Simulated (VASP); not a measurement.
# Ir (Fm-3m) in VASP: a series of runs

Ir is run at these levels: LDA; tasks: single point.

Program: VASP 6.6.1. These are calculated values, not measurements. Logs are shortened: lines on timing, memory, paths and dates and some standing lists are left out, and cuts for length are marked.

**1. The cell of the first run**

The structure is cubic, space group Fm-3m (No. 225). The conventional cell has a = 3.653 Å, b = 3.653 Å, c = 3.653 Å, α = 90.00°, β = 90.00°, γ = 90.00°. Within 3.4 Å of Ir (site symmetry m-3m) lie 12 Ir at 2.58 Å.

**2. Single point, LDA (volume scaled by 0.88)**

INCAR reads:

```
ALGO     = Normal         # electronic algorithm
EDIFF    = 1E-7           # SCF threshold, eV
ENCUT    = 520            # plane-wave cutoff, eV
ISIF     = 2              # what is computed and relaxed
ISMEAR   = -1             # smearing method
LASPH    = True           # aspherical terms in the spheres
LCHARG   = False          # write CHGCAR
LREAL    = False          # projectors in reciprocal space
LWAVE    = False          # write WAVECAR
NBANDS   = 10             # bands
NELM     = 80             # most SCF steps
PREC     = Accurate       # precision mode
SIGMA    = 0.1            # smearing width, eV
```

KPOINTS reads:

```
k-points
0
Gamma
  17 17 17
```

POSCAR reads:

```
Ir
1.0
    0.0000000000      1.8263410423      1.8263410423
    1.8263410423      0.0000000000      1.8263410423
    1.8263410423      1.8263410423      0.0000000000
Ir
1
Direct
    0.0000000000      0.0000000000      0.0000000000
```

Potentials or basis: VASP PAW LDA potentials, release 64 (Ir).

On the command line:

```
cat potpaw_LDA.64/Ir/POTCAR > POTCAR
mpirun -np 1 vasp_std > vasp.out
```

OUTCAR:

```text
EDIFF = 1E-7
   ENCUT = 520
   ISIF = 2
   ISMEAR = -1
   LASPH = True
   LREAL = False
   NELM = 80
   PREC = Accurate

 ion  position               nearest neighbor table
   1  0.000  0.000  0.000-

  LATTYP: Found a face centered cubic cell.
 ALAT       =     3.6526820846

  Lattice vectors:

 A1 = (   0.0000000000,   1.8263410423,   1.8263410423)
 A2 = (   1.8263410423,   0.0000000000,   1.8263410423)
 A3 = (   1.8263410423,   1.8263410423,   0.0000000000)

Analysis of symmetry for initial positions (statically):
=====================================================================
 Subroutine PRICEL returns:
 Original cell was already a primitive cell.

 Routine SETGRP: Setting up the symmetry group for a
 face centered cubic supercell.

 Subroutine GETGRP returns: Found 48 space group operations
 (whereof 48 operations were pure point group operations)
 out of a pool of 48 trial point group operations.

The static configuration has the point symmetry O_h .

Analysis of symmetry for dynamics (positions and initial velocities):
=====================================================================
 Subroutine PRICEL returns:
 Original cell was already a primitive cell.

 Routine SETGRP: Setting up the symmetry group for a
 face centered cubic supercell.

 Subroutine GETGRP returns: Found 48 space group operations
 (whereof 48 operations were pure point group operations)
 out of a pool of 48 trial point group operations.

The dynamic configuration has the point symmetry O_h .

 Subroutine INISYM returns: Found 48 space group operations
 (whereof 48 operations are pure point group operations),
 and found     1 'primitive' translations

----------------------------------------------------------------------------------------

                                     Primitive cell

  volume of cell :      12.1836

  direct lattice vectors                    reciprocal lattice vectors
     0.000000000  1.826341042  1.826341042    -0.273771431  0.273771431  0.273771431
     1.826341042  0.000000000  1.826341042     0.273771431 -0.273771431  0.273771431
     1.826341042  1.826341042  0.000000000     0.273771431  0.273771431 -0.273771431

  length of vectors
     2.582836272  2.582836272  2.582836272     0.474186028  0.474186028  0.474186028

  position of ions in fractional coordinates (direct lattice)
     0.000000000  0.000000000  0.000000000

  ion indices of the primitive-cell ions
   primitive index   ion index
                 1           1

----------------------------------------------------------------------------------------

 KPOINTS: k-points

Automatic generation of k-mesh.
 Grid dimensions read from file:
 generate k-points for:   17   17   17

 Generating k-lattice:

  Cartesian coordinates                     Fractional coordinates (reciprocal lattice)
    -0.016104202  0.016104202  0.016104202     0.058823529  0.000000000  0.000000000
     0.016104202 -0.016104202  0.016104202     0.000000000  0.058823529  0.000000000
     0.016104202  0.016104202 -0.016104202     0.000000000  0.000000000  0.058823529

  Length of vectors
     0.027893296  0.027893296  0.027893296

  Shift w.r.t. Gamma in fractional coordinates (k-lattice)
     0.000000000  0.000000000  0.000000000

 Subroutine IBZKPT returns following result:
 ===========================================

 Found    165 irreducible k-points:

 Following reciprocal coordinates:
            Coordinates               Weight
  0.000000  0.000000  0.000000      1.000000
  0.058824  0.000000  0.000000      8.000000
  0.117647  0.000000  0.000000      8.000000
  0.176471  0.000000  0.000000      8.000000
  0.235294  0.000000  0.000000      8.000000
  0.294118  0.000000  0.000000      8.000000
[... 16 lines left out ...]
 -0.176471  0.058824  0.000000     24.000000
 -0.117647  0.058824  0.000000     24.000000
 [... further k-points ...]
   k-points           NKPTS =    165   k-points in BZ     NKDIM =    165   number of bands    NBANDS=     10
   number of dos      NEDOS =    301   number of ions     NIONS =      1
   total plane-waves  NPLWV =   8000
   dimension x,y,z NGX =    20 NGY =   20 NGZ =   20
   dimension x,y,z NGXF=    40 NGYF=   40 NGZF=   40
   ions per type =               1
   NGX,Y,Z   is equivalent  to a cutoff of  12.87, 12.87, 12.87 a.u.
   NGXF,Y,Z  is equivalent  to a cutoff of  25.75, 25.75, 25.75 a.u.
 SYSTEM =  unknown system
   PREC   = accura    normal or accurate (medium, high low for compatibility)
   ISTART =      0    job   : 0-new  1-cont  2-samecut
   ICHARG =      2    charge: 1-file 2-atom 10-const
   ISPIN  =      1    spin polarized calculation?
   LNONCOLLINEAR =      F non collinear calculations
   LSORBIT =      F    spin-orbit coupling
   LASPH  =      T    aspherical Exc in radial PAW
   ENCUT  =  520.0 eV  38.22 Ry    6.18 a.u.   4.80  4.80  4.80*2*pi/ulx,y,z
   NELM   =     80;   NELMIN=  2; NELMDL= -5     # of ELM steps
   EDIFF  = 0.1E-06   stopping-criterion for ELM
   LREAL  =      F    real-space projection
   EDIFFG = 0.1E-05   stopping-criterion for IOM
   NSW    =      0    number of steps for IOM
   IBRION =     -1    ionic relax: 0-MD 1-quasi-New 2-CG
   NFREE  =      0    steps in history (QN), initial steepest desc. (CG)
   ISIF   =      2    stress and relaxation
   ISYM   =      2    0-nonsym 1-usesym 2-fastsym
   POTIM  = 0.5000    time-step for ionic-motion
   TEBEG  =    0.0;   TEEND  =   0.0 temperature during run
   PSTRESS=    0.0 pullay stress
   NELECT =       9.0000    total number of electrons
   NUPDOWN=      -1.0000    fix difference up-down
   EMIN   =  10.00;   EMAX   =-10.00  energy-range for DOS
   EFERMI =   0.00;   METHOD = LEGACY
   ISMEAR =    -1;   SIGMA  =   0.10  broadening in eV -4-tet -1-fermi 0-gaus
   EFERMI_NEDOS =   21; number of points for ismear=-14 and -15
   IALGO  =     38    algorithm
   IMIX   =      4    mixing-type and parameters
     AMIX     =   0.40;   BMIX     =  1.00
     AMIX_MAG =   1.60;   BMIX_MAG =  1.00
  volume/ion in A,a.u.               =      12.18        82.22
  Fermi-wavevector in a.u.,A,eV,Ry     =   1.479893  2.796593 29.797911  2.190085
  Thomas-Fermi vector in A             =   2.593995
   LORBIT       =      0    0 simple, 1 ext, 2 COOP (PROOUT), +10 PAW based schemes
   GGA     = CA    functional components
   LHFCALC =     F    Hartree Fock is set to
   AEXX    =    0.0000 exact exchange contribution
   IVDW    =     0    specifies the selected vdW correction
   LEPSILON=     F    determine dielectric tensor
   LRPA    =     F    only Hartree local field effects (RPA)
 non-spin polarized calculation
  energy-cutoff  :      520.00
  volume of cell :       12.18
 maximum number of plane-waves:       335
   NGX =  9   NGY =  9   NGZ =  9

 number of electron       9.0000001 magnetization

 Free energy of the ion-electron system (eV)
  ---------------------------------------------------
  ext. energy  EPLUGINS =         0.00000000
  ---------------------------------------------------
  free energy    TOTEN  =        -9.97790162 eV

  energy without entropy =       -9.95636560  energy(sigma->0) =       -9.96713361

 E-fermi :  13.0658     XC(G=0): -15.0156

 val. band max:       13.0318521469   @ k =   0.2941   0.1765   0.0000
 cond. band min:      13.0852793154   @ k =  -0.3529   0.2941   0.0000
 fundamental gap:      0.0534271685
 Fermi energy:        13.0658117968

 k-point     1 :       0.0000    0.0000    0.0000
  band No.  band energies     occupation
      1       0.3723      2.00000
      2       8.2373      2.00000
      3       8.2373      2.00000
      4       8.2373      2.00000
      5      11.6783      2.00000
      6      11.6783      2.00000
      7      27.0671      0.00000
      8      33.5407      0.00000
      9      33.5407      0.00000
     10      33.5407      0.00000

 k-point     2 :       0.0588    0.0000    0.0000
  band No.  band energies     occupation
      1       0.5546      2.00000
      2       8.1313      2.00000
      3       8.3204      2.00000
      4       8.3204      2.00000
      5      11.6172      2.00000
      6      11.6172      2.00000
      7      27.4029      0.00000
      8      32.6688      0.00000
      9      33.8586      0.00000
     10      33.8586      0.00000

 k-point     3 :       0.1176    0.0000    0.0000
  band No.  band energies     occupation
      1       1.0750      2.00000
      2       7.8705      2.00000
      3       8.5337      2.00000
      4       8.5337      2.00000
      5      11.4881      2.00000
      6      11.4881      2.00000
      7      28.3069      0.00000
      8      31.0669      0.00000
      9      34.7804      0.00000
     10      34.7804      0.00000

 k-point     4 :       0.1765    0.0000    0.0000
  band No.  band energies     occupation
      1       1.8403      2.00000
      2       7.6152      2.00000
      3       8.7549      2.00000
      4       8.7549      2.00000
      5      11.4547      2.00000
      6      11.4547      2.00000
      7      28.8909      0.00000
      8      30.1250      0.00000
      9      36.2196      0.00000
     10      36.2196      0.00000
[... 222 lines left out ...]
 k-point    22 :      -0.2353    0.0588    0.0000
  band No.  band energies     occupation
      1       3.0343      2.00000
      2       7.5408      2.00000
      3       8.7642      2.00000
      4       8.8957      2.00000
      5      11.3433      2.00000
      6      12.5688      1.98621
      7      27.4066      0.00000
      8      31.1240      0.00000
      9      37.0122      0.00000
     10      37.8228      0.00000

 k-point    23 :      -0.1765    0.0588    0.0000
  band No.  band energies     occupation
      1       2.2709      2.00000
      2       7.4176      2.00000
      3       8.8541      2.00000
      4       8.9098      2.00000
      5      10.9982      2.00000
      6      12.0116      1.99995
      7      28.7785      0.00000
      8      30.5209      0.00000
      9      35.6561      0.00000
     10      37.7094      0.00000

 k-point    24 :      -0.1176    0.0588    0.0000
  band No.  band energies     occupation
      1       1.4624      2.00000
      2       7.6405      2.00000
      3       8.6820      2.00000
      4       8.7337      2.00000
      5      11.0898      2.00000
      6      11.7629      2.00000
      7      28.9518      0.00000
      8      30.5465      0.00000
      9      34.4888      0.00000
     10      35.9524      0.00000

 [... further k-points ...]

------------------------ aborting loop because EDIFF is reached ----------------------------------------

  FORCE on cell =-STRESS in cart. coord.  units (eV):
  Direction    XX          YY          ZZ          XY          YZ          ZX
  --------------------------------------------------------------------------------------
  -------------------------------------------------------------------------------------
  Total        5.7559354      5.7559354      5.7559354      0.0000000      0.0000000      0.0000000
  in kB      756.9215371    756.9215371    756.9215371      0.0000000      0.0000000      0.0000000
  external PRESSURE =     756.9215371 kB  Pullay stress =       0.0000000 kB

 VOLUME and BASIS-vectors are now :
 -----------------------------------------------------------------------------
  energy-cutoff  :      520.00
  volume of cell :       12.18
      direct lattice vectors                 reciprocal lattice vectors
     0.000000000  1.826341042  1.826341042    -0.273771431  0.273771431  0.273771431
     1.826341042  0.000000000  1.826341042     0.273771431 -0.273771431  0.273771431
     1.826341042  1.826341042  0.000000000     0.273771431  0.273771431 -0.273771431

 POSITION                                       TOTAL-FORCE (eV/Angst)
 -----------------------------------------------------------------------------------
      0.00000      0.00000      0.00000         0.000000      0.000000      0.000000
 -----------------------------------------------------------------------------------
    total drift:                                0.000000      0.000000     -0.000000

  FREE ENERGIE OF THE ION-ELECTRON SYSTEM (eV)
  ---------------------------------------------------
  free  energy   TOTEN  =        -9.9779016200 eV

  energy  without entropy=       -9.9563656039  energy(sigma->0) =       -9.96713361
```

It took 21 s on 1 thread of Intel Xeon 8259CL, shared host; peak memory 0.14 GiB.

Results:

```yaml
Free_energy: -9.9779 eV
Pressure: 75.7 GPa
```

Caveat: the cell differs from its parent crystal (volume scaled by 0.88); spin-orbit coupling is left out, which moves the levels of the heavy elements.

**3. Single point, LDA**

This run uses another cell than the first one, of 13.85 Å³/atom, 1.136 times its volume.

INCAR reads:

```
PREC = Accurate ; ENCUT = 500
EDIFF = 1E-6 ; ISMEAR = -1
SIGMA = 0.1 ; LREAL = F
LASPH = T ; NELM = 120
ALGO = Normal ; ISIF = 2
LWAVE = F ; LCHARG = F
GGA = CA ; NBANDS = 14
GGA_COMPAT = F
```

KPOINTS reads:

```
Automatic mesh
0
Gamma
  17 17 17
```

POSCAR reads:

```
Ir
1.0
    0.0000000000      1.9058453410      1.9058453410
    1.9058453410      0.0000000000      1.9058453410
    1.9058453410      1.9058453410      0.0000000000
Ir
1
Direct
    0.0000000000      0.0000000000      0.0000000000
```

Potentials or basis: VASP PAW LDA potentials, release 64 (Ir_sv_GW).

On the command line:

```
cat potpaw_LDA.64/Ir_sv_GW/POTCAR > POTCAR
mpirun -np 1 vasp_std > vasp.out
```

OUTCAR:

```text
PREC = Accurate
   ENCUT = 500
   EDIFF = 1E-6
   ISMEAR = -1
   LREAL = F
   LASPH = T
   NELM = 120
   ISIF = 2
   GGA = CA

 ion  position               nearest neighbor table
   1  0.000  0.000  0.000-

  LATTYP: Found a face centered cubic cell.
 ALAT       =     3.8116906820

  Lattice vectors:

 A1 = (   0.0000000000,   1.9058453410,   1.9058453410)
 A2 = (   1.9058453410,   0.0000000000,   1.9058453410)
 A3 = (   1.9058453410,   1.9058453410,   0.0000000000)

[... 584 lines left out ...]
     14      34.3327      0.00000

 [... further k-points ...]

------------------------ aborting loop because EDIFF is reached ----------------------------------------

  FORCE on cell =-STRESS in cart. coord.  units (eV):
  Direction    XX          YY          ZZ          XY          YZ          ZX
  --------------------------------------------------------------------------------------
  -------------------------------------------------------------------------------------
  Total       -0.1537014     -0.1537014     -0.1537014      0.0000000      0.0000000      0.0000000
  in kB      -17.7867061    -17.7867061    -17.7867061      0.0000000      0.0000000      0.0000000
  external PRESSURE =     -17.7867061 kB  Pullay stress =       0.0000000 kB

 VOLUME and BASIS-vectors are now :
 -----------------------------------------------------------------------------
  energy-cutoff  :      500.00
  volume of cell :       13.85
      direct lattice vectors                 reciprocal lattice vectors
     0.000000000  1.905845341  1.905845341    -0.262350774  0.262350774  0.262350774
     1.905845341  0.000000000  1.905845341     0.262350774 -0.262350774  0.262350774
     1.905845341  1.905845341  0.000000000     0.262350774  0.262350774 -0.262350774

 POSITION                                       TOTAL-FORCE (eV/Angst)
 -----------------------------------------------------------------------------------
      0.00000      0.00000      0.00000         0.000000      0.000000      0.000000
 -----------------------------------------------------------------------------------
    total drift:                                0.000000     -0.000000     -0.000000

  FREE ENERGIE OF THE ION-ELECTRON SYSTEM (eV)
  ---------------------------------------------------
  free  energy   TOTEN  =       -10.9155694979 eV

  energy  without entropy=      -10.8882134596  energy(sigma->0) =      -10.90189148
```

Wall time 12 s (1 thread of Intel Xeon 6975P-C (Granite Rapids), shared host); peak memory 0.14 GiB.

What came out:

```yaml
Free_energy: -10.9156 eV
Pressure: -1.8 GPa
```

Caveat: spin-orbit coupling is left out, which moves the levels of the heavy elements.
